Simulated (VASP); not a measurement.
A run of VASP 6.6.1 is set up as follows.

File INCAR:

```
SYSTEM = Sn
  PREC = Accurate
  ENCUT = 520
  EDIFF = 1E-6
  ISMEAR = -1
  SIGMA = 0.1
  LREAL = .FALSE.
  LASPH = .TRUE.
  NELM = 100
  ALGO = Normal
  ISIF = 2
  LWAVE = .FALSE.
  LCHARG = .TRUE.
  GGA = PS
  LELF = .TRUE.
  LVHAR = .TRUE.
  NBANDS = 13
```

Contents of KPOINTS:

```
Automatic mesh
0
G
  14 14 14
  0 0 0
```

The input POSCAR:

```
Sn
1.0
    2.3243551395      0.0000000000      0.0000000000
    0.0000000000      2.3243551395      0.0000000000
    0.0000000000      0.0000000000      2.3243551395
Sn
1
Direct
    0.0000000000      0.0000000000      0.0000000000
```

Potentials or basis: VASP PAW PBE potentials, release 64 (Sn_d).

Run with:

```sh
$ cat potpaw_PBE.64/Sn_d/POTCAR > POTCAR
$ mpirun -np 1 vasp_std > vasp.out
```

Question: Estimate the band gap on the k mesh.

Answer: Zero (band 7 reaches 30.17 eV, above the bottom of band 8 at 20.68 eV).

Question: Predict the pressure.

Answer: 295.7 GPa.

Caveat: the PAW data sets were made with another functional, which shifts forces and pressure a little; spin-orbit coupling is left out, which moves the levels of the heavy elements.
